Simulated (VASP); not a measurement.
Here is a VASP 6.6.1 calculation.

The input POSCAR:

```
Hf
1.0
    2.5414543323      0.0000000000      0.0000000000
   -1.2707271662      2.2009640144      0.0000000000
    0.0000000000      0.0000000000      4.3967528692
Hf
2
Direct
    0.3333333333      0.6666666667      0.2500000000
    0.6666666667      0.3333333333      0.7500000000
```

File INCAR.step1:

```
SYSTEM = Hf
PREC = Accurate
ENCUT = 520
ISMEAR = -1
SIGMA = 0.1
LREAL = .FALSE.
LASPH = .TRUE.
NELM = 60
NBANDS = 17
GGA = PE
ALGO = Normal
EDIFF = 1E-4
LWAVE = .TRUE.
LCHARG = .FALSE.
```

INCAR.step2

```
SYSTEM = Hf
PREC = Accurate
ENCUT = 520
EDIFF = 1E-6
ISMEAR = -1
SIGMA = 0.1
LREAL = .FALSE.
LASPH = .TRUE.
NELM = 60
ALGO = Normal
ISIF = 2
LWAVE = .FALSE.
LCHARG = .TRUE.
METAGGA = R2SCAN
LMIXTAU = .TRUE.
LELF = .TRUE.
LVHAR = .TRUE.
NBANDS = 17
ISTART = 1
```

Contents of KPOINTS:

```
Automatic mesh
0
G
  14 14 8
  0 0 0
```

Potentials or basis: VASP PAW PBE potentials, release 64 (Hf_pv).

Launch:

```sh
$ cat potpaw_PBE.64/Hf_pv/POTCAR > POTCAR
$ cp INCAR.step1 INCAR
$ mpirun -np 1 vasp_std > vasp.out
$ cp INCAR.step2 INCAR
$ mpirun -np 1 vasp_std > vasp.out
```

Predict the pressure.

170.7 GPa.

Predict the band gap on the k mesh.

zero (band 10 reaches 11.24 eV, above the bottom of band 11 at 9.37 eV).

Stress tensor (GPa, compression positive):
```
171.21   0.00   0.00
  0.00 171.21   0.00
  0.00   0.00 169.59
```

Caveat: the PAW data sets were made with another functional, which shifts forces and pressure a little; spin-orbit coupling is left out, which moves the levels of the heavy elements.
